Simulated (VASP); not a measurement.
# NaH (P4/mmm) in VASP: settings compared, part 2 of 3

VASP 6.6.1.

## (3) Single point, PBE (epitaxial xy strain +3.1%)

Contents of INCAR:

```
SYSTEM = NaH
  PREC = Accurate
  ENCUT = 520
  EDIFF = 1E-7
  ISMEAR = -1
  SIGMA = 0.02
  LREAL = .False.
  LASPH = .True.
  NELM = 60
  ALGO = Normal
  ISIF = 2
  LWAVE = .False.
  LCHARG = .True.
  GGA = PE
  LELF = .True.
  LVHAR = .True.
  NBANDS = 11
```

Contents of KPOINTS:

```
Automatic mesh
0
Gamma
  8 8 8
  0 0 0
```

Contents of POSCAR:

```
NaH
1.0
    3.0244682903      0.0000000000      0.0000000000
    0.0000000000      3.0244682903      0.0000000000
    0.0000000000      0.0000000000      2.9604893760
Na H
1 1
Direct
    0.0000000000      0.0000000000      0.0000000000
    0.5000000000      0.5000000000      0.5000000000
```

Potentials or basis: VASP PAW PBE potentials, release 64 (Na_pv, H).

Run with:

```
$ cat potpaw_PBE.64/Na_pv/POTCAR potpaw_PBE.64/H/POTCAR > POTCAR
$ mpirun -np 1 vasp_std > vasp.out
```

It took 9.1 s on 1 thread of Intel Xeon Platinum 8259CL at 2.50GHz (Skylake/Cascade Lake), shared host; peak memory 0.14 GiB.

The run converged. Its results:

- Free energy: -4.7671 eV
- Pressure: -0.9 GPa
- Band gap on the k mesh: 0.96 eV (least direct gap 4.27 eV)

Stress tensor (GPa, compression positive):
```
-1.66  0.00  0.00
 0.00 -1.66  0.00
 0.00  0.00  0.61
```

Levels at points of the mesh, in eV from the valence-band top:
```csv
k point,band 2,band 3,band 4,band 5,band 6,band 7
"(0.00, 0.00, 0.00)",-24.55,-24.55,-5.69,8.24,10.59,10.99
"(0.50, 0.00, 0.00)",-24.54,-24.54,-3.31,0.96,10.54,13.91
"(0.50, 0.50, 0.00)",-24.67,-24.53,-1.72,4.09,4.09,6.45
"(0.00, 0.00, 0.50)",-24.54,-24.54,-3.18,1.16,10.39,13.89
"(0.50, 0.00, 0.50)",-24.67,-24.52,-1.60,4.23,4.28,6.65
"(0.50, 0.50, 0.50)",-24.65,-24.65,0.00,6.81,6.81,6.89
```

Caveat: the cell differs from its parent crystal (epitaxial xy strain +3.1%).

## (4) Single point, r2SCAN (uniaxial z strain -4.9%)

Contents of POSCAR:

```
NaH
1.0
    2.9323912064      0.0000000000      0.0000000000
    0.0000000000      2.9323912064      0.0000000000
    0.0000000000      0.0000000000      2.7875310808
Na H
1 1
Direct
    0.0000000000      0.0000000000      0.0000000000
    0.5000000000      0.5000000000      0.5000000000
```

Contents of INCAR.step1:

```
PREC     = Accurate       # precision mode
ENCUT    = 520            # plane-wave cutoff, eV
ISMEAR   = 0              # smearing method
SIGMA    = 0.01           # smearing width, eV
LREAL    = False          # projectors in reciprocal space
LASPH    = True           # aspherical terms in the spheres
NELM     = 60             # most SCF steps
NBANDS   = 11             # bands
GGA      = PE             # functional
ALGO     = Normal         # electronic algorithm
EDIFF    = 1E-4           # SCF threshold, eV
LWAVE    = True           # write WAVECAR
LCHARG   = False          # write CHGCAR
```

Contents of INCAR.step2:

```
PREC     = Accurate       # precision mode
ENCUT    = 520            # plane-wave cutoff, eV
EDIFF    = 1E-7           # SCF threshold, eV
ISMEAR   = 0              # smearing method
SIGMA    = 0.01           # smearing width, eV
LREAL    = False          # projectors in reciprocal space
LASPH    = True           # aspherical terms in the spheres
NELM     = 60             # most SCF steps
ALGO     = Normal         # electronic algorithm
ISIF     = 2              # what is computed and relaxed
LWAVE    = False          # write WAVECAR
LCHARG   = False          # write CHGCAR
METAGGA  = R2SCAN         # meta-GGA
LMIXTAU  = True         
NBANDS   = 11             # bands
ISTART   = 1
```

Contents of KPOINTS:

```
regular mesh
0
Gamma
  8 8 8
```

Run with:

```
$ cat potpaw_PBE.64/Na_pv/POTCAR potpaw_PBE.64/H/POTCAR > POTCAR
$ cp INCAR.step1 INCAR
$ mpirun -np 1 vasp_std > vasp.out
$ cp INCAR.step2 INCAR
$ mpirun -np 1 vasp_std > vasp.out
```

It took 33 s on 1 thread of Intel Xeon Platinum 8259CL at 2.50GHz (Skylake/Cascade Lake), shared host; peak memory 0.15 GiB.

It converged, with:

```
Free energy            : -7.2742 eV
Pressure               : 1.1 GPa
Band gap on the k mesh : 1.43 eV (least direct gap 5.27 eV)
```

Stress tensor (GPa, compression positive):
```
-1.01  0.00  0.00
 0.00 -1.01  0.00
 0.00  0.00  5.46
```

Levels at points of the mesh, in eV from the valence-band top:
| k point | band 1 | band 2 | band 3 | band 4 | band 5 | band 6 | band 7 | band 8 |
| --- | --- | --- | --- | --- | --- | --- | --- | --- |
| (0.00, 0.00, 0.00) | -25.55 | -25.55 | -25.53 | -6.34 | 10.11 | 11.39 | 12.56 | 13.21 |
| (0.50, 0.00, 0.00) | -25.73 | -25.53 | -25.52 | -3.85 | 1.43 | 12.61 | 14.91 | 15.19 |
| (0.50, 0.50, 0.00) | -25.69 | -25.69 | -25.51 | -2.20 | 4.62 | 4.62 | 7.81 | 17.19 |
| (0.00, 0.00, 0.50) | -25.80 | -25.52 | -25.52 | -3.47 | 1.93 | 12.32 | 15.17 | 15.17 |
| (0.50, 0.00, 0.50) | -25.77 | -25.68 | -25.50 | -1.87 | 5.05 | 5.14 | 8.25 | 15.85 |
| (0.50, 0.50, 0.50) | -25.74 | -25.66 | -25.66 | 0.00 | 7.29 | 7.29 | 7.52 | 10.50 |

Caveat: the cell differs from its parent crystal (uniaxial z strain -4.9%); the PAW data sets were made with another functional, which shifts forces and pressure a little.

## (5) Single point, r2SCAN (epitaxial xy strain +3.1%)

Contents of POSCAR:

```
NaH
1.0
    3.0244682903      0.0000000000      0.0000000000
    0.0000000000      3.0244682903      0.0000000000
    0.0000000000      0.0000000000      2.9604893760
Na H
1 1
Direct
    0.0000000000      0.0000000000      0.0000000000
    0.5000000000      0.5000000000      0.5000000000
```

Contents of INCAR.step1:

```
PREC = Accurate
ENCUT = 520
ISMEAR = 0
SIGMA = 0.01
LREAL = F
LASPH = T
NELM = 80
NBANDS = 11
GGA = PE
ALGO = Normal
EDIFF = 1E-4
LWAVE = T
LCHARG = F
```

Contents of INCAR.step2:

```
PREC = Accurate
ENCUT = 520
EDIFF = 1E-7
ISMEAR = 0
SIGMA = 0.01
LREAL = F
LASPH = T
NELM = 80
ALGO = Normal
ISIF = 2
LWAVE = F
LCHARG = F
METAGGA = R2SCAN
LMIXTAU = T
NBANDS = 11
ISTART = 1
```

KPOINTS is that of step 4.

Potentials or basis: VASP PAW PBE potentials, release 64 (Na_pv, H).

Run with:

```
$ cat potpaw_PBE.64/Na_pv/POTCAR potpaw_PBE.64/H/POTCAR > POTCAR
$ cp INCAR.step1 INCAR
$ mpirun -np 1 vasp_std > vasp.out
$ cp INCAR.step2 INCAR
$ mpirun -np 1 vasp_std > vasp.out
```

OUTCAR:

```text
PREC = Accurate
   ENCUT = 520
   EDIFF = 1E-7
   ISMEAR = 0
   LREAL = F
   LASPH = T
   NELM = 80
   ISIF = 2
   METAGGA = R2SCAN
   ISTART = 1

 ion  position               nearest neighbor table
   1  0.000  0.000  0.000-
   2  0.500  0.500  0.500-

  LATTYP: Found a simple tetragonal cell.
 ALAT       =     3.0244682903
 C/A-ratio  =     0.9788462274

  Lattice vectors:

 A1 = (   3.0244682903,   0.0000000000,   0.0000000000)
 A2 = (   0.0000000000,   3.0244682903,   0.0000000000)
 A3 = (   0.0000000000,   0.0000000000,   2.9604893760)

Analysis of symmetry for initial positions (statically):
=====================================================================
 Subroutine PRICEL returns:
 Original cell was already a primitive cell.

 Routine SETGRP: Setting up the symmetry group for a
 simple tetragonal supercell.

 Subroutine GETGRP returns: Found 16 space group operations
 (whereof 16 operations were pure point group operations)
 out of a pool of 16 trial point group operations.

[... 169 lines left out ...]

 k-point     1 :       0.0000    0.0000    0.0000
  band No.  band energies     occupation
      1     -24.6599      2.00000
      2     -24.6599      2.00000
      3     -24.6595      2.00000
      4      -4.9120      2.00000
      5      10.0642      0.00000
      6      12.0321      0.00000
      7      12.4327      0.00000
      8      13.5202      0.00000
      9      13.5202      0.00000
     10      14.2467      0.00000
     11      26.2979      0.00000
[... 309 lines left out ...]
 k-point    24 :       0.5000    0.1250    0.1250
  band No.  band energies     occupation
      1     -24.7877      2.00000
      2     -24.6686      2.00000
      3     -24.6638      2.00000
      4      -2.2219      2.00000
      5       2.8946      0.00000
      6      10.5407      0.00000
      7      12.8989      0.00000
      8      13.8186      0.00000
      9      17.1300      0.00000
     10      18.1949      0.00000
     11      21.9543      0.00000

 [... further k-points ...]

------------------------ aborting loop because EDIFF is reached ----------------------------------------

  FORCE on cell =-STRESS in cart. coord.  units (eV):
  Direction    XX          YY          ZZ          XY          YZ          ZX
  --------------------------------------------------------------------------------------
  -------------------------------------------------------------------------------------
  Total       -0.4428604     -0.4428604     -0.0544131      0.0000000     -0.0000000      0.0000000
  in kB      -26.2008799    -26.2008799     -3.2192351      0.0000000     -0.0000000      0.0000000
  external PRESSURE =     -18.5403316 kB  Pullay stress =       0.0000000 kB

 VOLUME and BASIS-vectors are now :
 -----------------------------------------------------------------------------
  energy-cutoff  :      520.00
  volume of cell :       27.08
      direct lattice vectors                 reciprocal lattice vectors
     3.024468290  0.000000000  0.000000000     0.330636629  0.000000000  0.000000000
     0.000000000  3.024468290  0.000000000     0.000000000  0.330636629  0.000000000
     0.000000000  0.000000000  2.960489376     0.000000000  0.000000000  0.337781992

 POSITION                                       TOTAL-FORCE (eV/Angst)
 -----------------------------------------------------------------------------------
      0.00000      0.00000      0.00000         0.000000      0.000000      0.000000
      1.51223      1.51223      1.48024         0.000000      0.000000      0.000000
 -----------------------------------------------------------------------------------
    total drift:                                0.000000      0.000000      0.000000

  FREE ENERGIE OF THE ION-ELECTRON SYSTEM (eV)
  ---------------------------------------------------
  free  energy   TOTEN  =        -7.2779177682 eV

  energy  without entropy=       -7.2779177682  energy(sigma->0) =       -7.27791777
```

OSZICAR.step1:

```text
N       E                     dE             d eps       ncg     rms          rms(c)
DAV:   1     0.381513723392E+02    0.38151E+02   -0.45735E+03  1659   0.740E+02
DAV:   2    -0.392738162790E+01   -0.42079E+02   -0.41344E+02  1737   0.197E+02
DAV:   3    -0.521911237048E+01   -0.12917E+01   -0.12902E+01  1959   0.332E+01
DAV:   4    -0.522692045701E+01   -0.78081E-02   -0.78075E-02  1883   0.256E+00
DAV:   5    -0.522698443865E+01   -0.63982E-04   -0.63981E-04  1872   0.239E-01    0.307E+00
DAV:   6    -0.487269703062E+01    0.35429E+00   -0.36183E-01  1870   0.308E+00    0.143E+00
DAV:   7    -0.476445997757E+01    0.10824E+00   -0.38156E-01  1797   0.239E+00    0.382E-01
DAV:   8    -0.476735359173E+01   -0.28936E-02   -0.96566E-03  1824   0.104E+00    0.742E-02
DAV:   9    -0.476708267130E+01    0.27092E-03   -0.17701E-03  1902   0.415E-01    0.265E-02
DAV:  10    -0.476706251061E+01    0.20161E-04   -0.97395E-05  1232   0.571E-02
   1 F= -.47670625E+01 E0= -.47670625E+01  d E =-.263614E-98
```

It took 40 s on 1 thread of Intel Xeon Platinum 8259CL at 2.50GHz (Skylake/Cascade Lake), shared host; peak memory 0.15 GiB.

Results:

```
Free energy            : -7.2779 eV
Pressure               : -1.9 GPa
Band gap on the k mesh : 1.53 eV (least direct gap 4.93 eV)
```

Levels at points of the mesh, in eV from the valence-band top:
```
           k point  band 2  band 3  band 4  band 5  band 6  band 7
(0.00, 0.00, 0.00)  -25.48  -25.48   -5.73    9.24   11.21   11.61
(0.50, 0.00, 0.00)  -25.47  -25.47   -3.40    1.53   11.57   14.49
(0.50, 0.50, 0.00)  -25.59  -25.46   -1.80    4.61    4.61    7.38
(0.00, 0.00, 0.50)  -25.47  -25.47   -3.26    1.73   11.41   14.48
(0.50, 0.00, 0.50)  -25.59  -25.45   -1.68    4.76    4.81    7.58
(0.50, 0.50, 0.50)  -25.57  -25.57    0.00    7.18    7.18    7.27
```

Caveat: the cell differs from its parent crystal (epitaxial xy strain +3.1%); the PAW data sets were made with another functional, which shifts forces and pressure a little. A k mesh can miss the band edges.

## (6) Single point, HSE06 (uniaxial z strain -4.9%)

Contents of POSCAR:

```
NaH
1.0
    2.9323912064      0.0000000000      0.0000000000
    0.0000000000      2.9323912064      0.0000000000
    0.0000000000      0.0000000000      2.7875310808
Na H
1 1
Direct
    0.0000000000      0.0000000000      0.0000000000
    0.5000000000      0.5000000000      0.5000000000
```

Contents of INCAR.step1:

```
PREC = Accurate
ENCUT = 520
EDIFF = 1E-5
ISMEAR = 0
SIGMA = 0.01
LREAL = F
LASPH = T
NELM = 60
ALGO = Normal
ISIF = 2
LWAVE = T
NBANDS = 11
GGA = PE
```

Contents of INCAR.step2:

```
PREC = Accurate
ENCUT = 520
EDIFF = 1E-6
ISMEAR = 0
SIGMA = 0.01
LREAL = F
LASPH = T
NELM = 60
ALGO = Normal
ISIF = 2
LWAVE = F
LCHARG = T
GGA = PE
LHFCALC = T
HFSCREEN = 0.2079
PRECFOCK = Normal
LELF = T
LVHAR = T
NBANDS = 11
ISTART = 1
```

Contents of KPOINTS:

```
Automatic mesh
0
Gamma
  6 6 6
```

Potentials or basis: VASP PAW PBE potentials, release 64 (Na_pv, H).

Run with:

```
$ cat potpaw_PBE.64/Na_pv/POTCAR potpaw_PBE.64/H/POTCAR > POTCAR
$ cp INCAR.step1 INCAR
$ mpirun -np 1 vasp_std > vasp.out
$ cp INCAR.step2 INCAR
$ mpirun -np 1 vasp_std > vasp.out
```

Run time: 9.6 min. Hardware: 1 thread of Intel Xeon Platinum 8259CL at 2.50GHz (Skylake/Cascade Lake), shared host; peak memory 0.24 GiB.

It converged, with:

- Free energy: -5.4189 eV
- Pressure: 1.8 GPa
- Band gap on the k mesh: 1.70 eV (least direct gap 5.85 eV)

Stress tensor (GPa, compression positive):
```
-0.39  0.00  0.00
 0.00 -0.39  0.00
 0.00  0.00  6.11
```

Levels at points of the mesh, in eV from the valence-band top:
```
           k point  band 1  band 2  band 3  band 4  band 5  band 6  band 7  band 8
(0.00, 0.00, 0.00)  -27.14  -27.14  -27.12   -6.89   10.51   11.94   13.13   13.69
(0.50, 0.00, 0.00)  -27.32  -27.12  -27.11   -4.14    1.70   12.96   15.68   15.90
(0.50, 0.50, 0.00)  -27.29  -27.29  -27.09   -2.31    5.02    5.02    8.03   17.67
(0.00, 0.00, 0.50)  -27.40  -27.11  -27.11   -3.75    2.20   12.68   15.84   15.95
(0.50, 0.00, 0.50)  -27.36  -27.27  -27.09   -1.96    5.45    5.52    8.47   16.36
(0.50, 0.50, 0.50)  -27.33  -27.25  -27.25    0.00    7.95    7.95    8.16   10.70
```

Caveat: the cell differs from its parent crystal (uniaxial z strain -4.9%); the PAW data sets were made with another functional, which shifts forces and pressure a little. A k mesh can miss the band edges.

[end of part 2 of 3]
